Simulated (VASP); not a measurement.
# Zn3SeS2 in VASP: further runs, part 2 of 2

VASP 6.6.1.

### 3 Single point, PBE

Contents of INCAR:

```
  PREC = Accurate
  ENCUT = 520
  EDIFF = 1E-6
  ISMEAR = 0
  SIGMA = 0.1
  LREAL = F
  LASPH = T
  NELM = 80
  ALGO = Normal
  ISIF = 2
  LWAVE = F
  LCHARG = F
  GGA = PE
  NBANDS = 66
```

Contents of KPOINTS:

```
Automatic mesh
0
Gamma
  6 6 1
```

Contents of POSCAR:

```
Zn3SeS2
1.0
    3.9128896637     -0.0003130766      0.0002320418
   -1.9567082303      3.3885977342     -0.0001501717
    0.0010863957     -0.0001150917     19.2661515998
Zn Se S
6 2 4
Direct
    0.3334359789      0.6666341977      0.0068535910
    0.3332152506      0.6667106014      0.3301640630
    0.3331162142      0.6668055340      0.6684326991
    0.6667749710      0.3333347178      0.1684208599
    0.6664968886      0.3333101472      0.5068601674
    0.6669148831      0.3332388192      0.8301813415
    0.3332088706      0.6666093780      0.4591399386
    0.6667488951      0.3333303945      0.9591412903
    0.3334771570      0.6666302913      0.1291532751
    0.3335990909      0.6665636081      0.7912489877
    0.6665442692      0.3333818730      0.2912443662
    0.6664675307      0.3334504378      0.6291594202
```

Potentials or basis: VASP PAW PBE potentials, release 64 (Zn, Se, S).

The run is started by

```sh
cat potpaw_PBE.64/Zn/POTCAR potpaw_PBE.64/Se/POTCAR potpaw_PBE.64/S/POTCAR > POTCAR
mpirun -np 1 vasp_std > vasp.out
```

OUTCAR:

```text
PREC = Accurate
   ENCUT = 520
   EDIFF = 1E-6
   ISMEAR = 0
   LREAL = F
   LASPH = T
   NELM = 80
   ISIF = 2
   GGA = PE

 ion  position               nearest neighbor table
   1  0.333  0.667  0.007-   9 2.36   8 2.44   8 2.44   8 2.44
   2  0.333  0.667  0.330-  11 2.38  11 2.38  11 2.38   7 2.48
   3  0.333  0.667  0.668-  10 2.37  12 2.38  12 2.38  12 2.38
   4  0.667  0.333  0.168-  11 2.37   9 2.38   9 2.38   9 2.38
   5  0.666  0.333  0.507-  12 2.36   7 2.44   7 2.44   7 2.44
   6  0.667  0.333  0.830-  10 2.38  10 2.38  10 2.38   8 2.48
   7  0.333  0.667  0.459-   5 2.44   5 2.44   5 2.44   2 2.48
   8  0.667  0.333  0.959-   1 2.44   1 2.44   1 2.44   6 2.48
   9  0.333  0.667  0.129-   1 2.36   4 2.38   4 2.38   4 2.38
  10  0.334  0.667  0.791-   3 2.37   6 2.38   6 2.38   6 2.38
  11  0.667  0.333  0.291-   4 2.37   2 2.38   2 2.38   2 2.38
  12  0.666  0.333  0.629-   5 2.36   3 2.38   3 2.38   3 2.38

  LATTYP: Found a base centered monoclinic cell.
 ALAT       =    43.5650445811
 B/A-ratio  =     0.0898189336
 C/A-ratio  =     0.4687853802
 COS(beta)  =    -0.9891742163

  Lattice vectors:

 A1 = (   9.7808743651,   3.3877735961, -19.2656056461)
 A2 = (   7.8241661348,   6.7763713303, -19.2657558178)
 A3 = (  -5.8679847014,  -3.3880866727,  19.2658376879)

Analysis of symmetry for initial positions (statically):
=====================================================================
 Subroutine PRICEL returns:
 Original cell was already a primitive cell.

 Routine SETGRP: Setting up the symmetry group for a
 base centered monoclinic supercell.

 Subroutine GETGRP returns: Found  1 space group operations
 (whereof  1 operations were pure point group operations)
 out of a pool of  4 trial point group operations.

The static configuration has the point symmetry C_1 .

Analysis of symmetry for dynamics (positions and initial velocities):
[... 154 lines left out ...]
   IVDW    =     0    specifies the selected vdW correction
   LEPSILON=     F    determine dielectric tensor
   LRPA    =     F    only Hartree local field effects (RPA)
 non-spin polarized calculation
 Gauss-broadening in eV      SIGMA  =   0.10
  energy-cutoff  :      520.00
  volume of cell :      255.44
 maximum number of plane-waves:      6904
 NGX is ok and might be reduce to    30
   NGX = 15   NGY = 15   NGZ = 71

 number of electron     107.9999955 magnetization

 Free energy of the ion-electron system (eV)
  ---------------------------------------------------
  ext. energy  EPLUGINS =         0.00000000
  ---------------------------------------------------
  free energy    TOTEN  =       -39.28304105 eV

  energy without entropy =      -39.28304105  energy(sigma->0) =      -39.28304105

 E-fermi :   2.4249     XC(G=0):  -9.3917

 val. band max:        1.9544030687   @ k =   0.0000   0.0000   0.0000
 cond. band min:       3.4373683617   @ k =   0.0000   0.0000   0.0000
 fundamental gap:      1.4829652930
 Fermi energy:         2.4248643934

 k-point     1 :       0.0000    0.0000    0.0000
  band No.  band energies     occupation
      1     -11.3144      2.00000
      2     -11.1589      2.00000
      3     -11.0960      2.00000
      4     -10.7153      2.00000
      5     -10.7086      2.00000
      6     -10.4772      2.00000
[... 1369 lines left out ...]
     65       7.2317      0.00000
     66       8.4450      0.00000

------------------------ aborting loop because EDIFF is reached ----------------------------------------

  FORCE on cell =-STRESS in cart. coord.  units (eV):
  Direction    XX          YY          ZZ          XY          YZ          ZX
  --------------------------------------------------------------------------------------
  -------------------------------------------------------------------------------------
  Total        0.2714961      0.2746527      0.2626315      0.0048377      0.0002475     -0.0047880
  in kB        1.7028706      1.7226696      1.6472702      0.0303428      0.0015526     -0.0300313
  external PRESSURE =       1.6909368 kB  Pullay stress =       0.0000000 kB

 VOLUME and BASIS-vectors are now :
 -----------------------------------------------------------------------------
  energy-cutoff  :      520.00
  volume of cell :      255.44
      direct lattice vectors                 reciprocal lattice vectors
     3.912889664 -0.000313077  0.000232042     0.255577410  0.147580344 -0.000013530
    -1.956708230  3.388597734 -0.000150172     0.000023613  0.295120956  0.000001762
     0.001086396 -0.000115092 19.266151600    -0.000003078  0.000000523  0.051904502

 POSITION                                       TOTAL-FORCE (eV/Angst)
 -----------------------------------------------------------------------------------
      0.00030      2.25885      0.13202        -0.000476      0.000317      0.009413
     -0.00036      2.25907      6.36097        -0.000040     -0.000106     -0.000707
     -0.00057      2.25935     12.87810         0.001143     -0.000600      0.000355
      1.95696      1.12931      3.24493        -0.000019     -0.000307      0.001414
      1.95629      1.12919      9.76535         0.000060     -0.000208      0.008741
      1.95842      1.12891     15.99450        -0.000254      0.000071     -0.002983
     -0.00005      2.25871      8.84584        -0.000038      0.000473     -0.008517
      1.95773      1.12920     18.47907         0.000657     -0.000370     -0.007780
      0.00060      2.25882      2.48826        -0.000384      0.000340      0.000487
      0.00193      2.25852     15.24430        -0.001029      0.000343      0.000098
      1.95610      1.12945      5.61126         0.000381     -0.000031     -0.001293
      1.95603      1.12965     12.12159        -0.000001      0.000079      0.000771
 -----------------------------------------------------------------------------------
    total drift:                               -0.000009      0.000005     -0.001173

  FREE ENERGIE OF THE ION-ELECTRON SYSTEM (eV)
  ---------------------------------------------------
  free  energy   TOTEN  =       -39.2830410463 eV

  energy  without entropy=      -39.2830410463  energy(sigma->0) =      -39.28304105
```

OSZICAR:

```text
N       E                     dE             d eps       ncg     rms          rms(c)
DAV:   1     0.939567529958E+03    0.93957E+03   -0.48574E+04  2640   0.193E+03
DAV:   2     0.106513606367E+03   -0.83305E+03   -0.80108E+03  2640   0.463E+02
DAV:   3    -0.331794265179E+02   -0.13969E+03   -0.13603E+03  2960   0.168E+02
DAV:   4    -0.414541037759E+02   -0.82747E+01   -0.82263E+01  3110   0.407E+01
DAV:   5    -0.415956527613E+02   -0.14155E+00   -0.14139E+00  3056   0.536E+00    0.145E+01
DAV:   6    -0.392277870245E+02    0.23679E+01   -0.49669E+00  3952   0.399E+01    0.112E+01
DAV:   7    -0.393963397619E+02   -0.16855E+00   -0.66773E+00  3086   0.841E+00    0.404E+00
DAV:   8    -0.392822919258E+02    0.11405E+00   -0.47901E-01  3380   0.677E+00    0.137E+00
DAV:   9    -0.392823176799E+02   -0.25754E-04   -0.13338E-01  3452   0.301E+00    0.580E-01
DAV:  10    -0.392822657366E+02    0.51943E-04   -0.62501E-03  3096   0.134E+00    0.364E-01
DAV:  11    -0.392824390030E+02   -0.17327E-03   -0.13243E-03  3060   0.201E-01    0.305E-01
DAV:  12    -0.392829060523E+02   -0.46705E-03   -0.40001E-04  2816   0.187E-01    0.798E-02
DAV:  13    -0.392830267856E+02   -0.12073E-03   -0.31037E-04  2936   0.314E-01    0.392E-02
DAV:  14    -0.392830341691E+02   -0.73835E-05   -0.75870E-05  3144   0.502E-02    0.317E-02
DAV:  15    -0.392830373487E+02   -0.31796E-05   -0.19522E-05  3286   0.397E-02    0.847E-03
DAV:  16    -0.392830409054E+02   -0.35567E-05   -0.94454E-06  2404   0.476E-02    0.571E-03
DAV:  17    -0.392830410463E+02   -0.14091E-06   -0.17831E-06  1934   0.101E-02
   1 F= -.39283041E+02 E0= -.39283041E+02  d E =-.737931E-12
```

stdout:

```text
POSCAR found type information on POSCAR ZnSeS
 POSCAR found :  3 types and      12 ions
 scaLAPACK will be used
 -----------------------------------------------------------------------------
|                                                                             |
|           W    W    AA    RRRRR   N    N  II  N    N   GGGG   !!!           |
[... 18 lines left out ...]
|                                                                             |
 -----------------------------------------------------------------------------

 LDA part: xc-table for (Slater+PW92), standard interpolation
 POSCAR, INCAR and KPOINTS ok, starting setup
 FFT: planning ... GRIDC
 FFT: planning ... GRID_SOFT
 FFT: planning ... GRID
 WAVECAR not read
 entering main loop
```

It took 5.4 min on 1 thread of AMD EPYC 7R13 (Zen 3), shared host; peak memory 0.47 GiB.

Results:

```yaml
Free_energy: -39.2830 eV
Pressure: 0.2 GPa
Largest_force: 0.009 eV/Å
Band_gap_on_the_k_mesh: 1.48 eV
```

Forces on the atoms (eV/Å):
```
Zn   0.000  0.000  0.009
Zn   0.000  0.000 -0.001
Zn   0.001 -0.001  0.000
Zn   0.000  0.000  0.001
Zn   0.000  0.000  0.009
Zn   0.000  0.000 -0.003
Se   0.000  0.000 -0.009
Se   0.001  0.000 -0.008
S    0.000  0.000  0.000
S   -0.001  0.000  0.000
S    0.000  0.000 -0.001
S    0.000  0.000  0.001
```

Levels at points of the mesh, in eV from the valence-band top:
```
           k point  band 51  band 52  band 53  band 54  band 55  band 56  band 57  band 58
(0.00, 0.00, 0.00)    -0.05    -0.05     0.00     0.00     1.48     2.42     2.58     2.66
(0.50, 0.00, 0.00)    -1.67    -1.42    -1.14    -0.97     2.84     2.85     3.25     3.27
(0.00, 0.50, 0.00)    -1.67    -1.42    -1.14    -0.97     2.84     2.85     3.25     3.27
(0.50, 0.50, 0.00)    -1.67    -1.42    -1.13    -0.97     2.85     2.85     3.26     3.27
```
